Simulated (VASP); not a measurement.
Set up this calculation in VASP 6.6.1, as the native input.

- Task: single point
- Functional: revPBE
- Potentials or basis: VASP PAW PBE potentials, release 64 (Ba_sv)
- Cutoff: 520 eV
- k mesh: 14 × 14 × 14
- Occupations: fermi-dirac, width 0.1 eV
- Spin: no spin polarisation
- Dipole correction: no
- Further INCAR settings: ALGO = Normal; EDIFF = 1e-07; NBANDS = 11

The structure of Ba lies in POSCAR:

```
Ba
1.0
    0.0000000000      3.1509597623      3.1509597623
    3.1509597623      0.0000000000      3.1509597623
    3.1509597623      3.1509597623      0.0000000000
Ba
1
Direct
    0.0000000000      0.0000000000      0.0000000000
```

This cell differs from its parent crystal: volume scaled by 0.92.

These files were run (other wordings do the same):

INCAR

```
SYSTEM = Ba
PREC = Accurate ; ENCUT = 520
EDIFF = 1E-7 ; ISMEAR = -1
SIGMA = 0.1 ; LREAL = .False.
LASPH = .True. ; NELM = 100
ALGO = Normal ; ISIF = 2
LWAVE = .False. ; LCHARG = .False.
GGA = RE ; NBANDS = 11
```

KPOINTS

```
Automatic mesh
0
Gamma
  14 14 14
  0 0 0
```

Potentials or basis: VASP PAW PBE potentials, release 64 (Ba_sv).

Command:

```console
$ cat potpaw_PBE.64/Ba_sv/POTCAR > POTCAR
$ mpirun -np 1 vasp_std > vasp.out
```

Results of the run:

```
Pressure               : 0.8 GPa
Band gap on the k mesh : zero (band 5 reaches 1.92 eV, above the bottom of band 6 at 1.62 eV)
```

Caveat: the PAW data sets were made with another functional, which shifts forces and pressure a little; spin-orbit coupling is left out, which moves the levels of the heavy elements.

Wall time 22 s on 1 thread of Intel(R) Xeon(R) 6975P-C (Granite Rapids), with other jobs on the host, peak memory 0.24 GiB.
